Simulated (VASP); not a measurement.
Write the native input for VASP 6.6.1 that does the following.

```yaml
Task: single point
Functional: PBE
Potentials_or_basis: VASP PAW PBE potentials, release 64 (Ti_sv, W_sv, N)
Cutoff: 600 eV
k_mesh: 10 × 10 × 10
Occupations: gaussian, width 0.1 eV
Spin: no spin polarisation
Dipole_correction: no
Further_INCAR_settings: ALGO = Normal; EDIFF = 1e-06; NBANDS = 45
```

The structure of Ti3WN4 lies in POSCAR:

```
Ti3WN4
1.0
    4.2688281756      0.0000000000      0.0000000000
    0.0000000000      4.2688281756      0.0000000000
    0.0000000000      0.0000000000      4.2688281756
Ti W N
3 1 4
Direct
    0.0000000000      0.0000000000      0.5000000000
    0.5000000000      0.0000000000      0.0000000000
    0.0000000000      0.5000000000      0.0000000000
    0.5000000000      0.5000000000      0.5000000000
    0.5000000000      0.5000000000      0.0000000000
    0.0000000000      0.5000000000      0.5000000000
    0.5000000000      0.0000000000      0.5000000000
    0.0000000000      0.0000000000      0.0000000000
```

One way to write it, as run:

INCAR

```
SYSTEM = Ti3WN4
PREC = Accurate ; ENCUT = 600
EDIFF = 1E-6 ; ISMEAR = 0
SIGMA = 0.1 ; LREAL = .FALSE.
LASPH = .TRUE. ; NELM = 120
ALGO = Normal ; ISIF = 2
LWAVE = .FALSE. ; LCHARG = .TRUE.
GGA = PE ; LELF = .TRUE.
LVHAR = .TRUE. ; NBANDS = 45
GGA_COMPAT = .FALSE.
```

KPOINTS

```
Automatic mesh
0
G
  10 10 10
  0 0 0
```

Potentials or basis: VASP PAW PBE potentials, release 64 (Ti_sv, W_sv, N).

The run is started by

```console
$ cat potpaw_PBE.64/Ti_sv/POTCAR potpaw_PBE.64/W_sv/POTCAR potpaw_PBE.64/N/POTCAR > POTCAR
$ mpirun -np 1 vasp_std > vasp.out
```

It gave:

```json
{
 "Pressure": "0.6 GPa",
 "Band gap on the k mesh": "zero (bands 35 and 36 overlap by 2.73 eV)"
}
```

Caveat: spin-orbit coupling is left out, which moves the levels of the heavy elements.

Wall time 6.8 min on 1 thread of Oxide Virtual Turin-like Processor, on a shared host, peak memory 0.31 GiB.
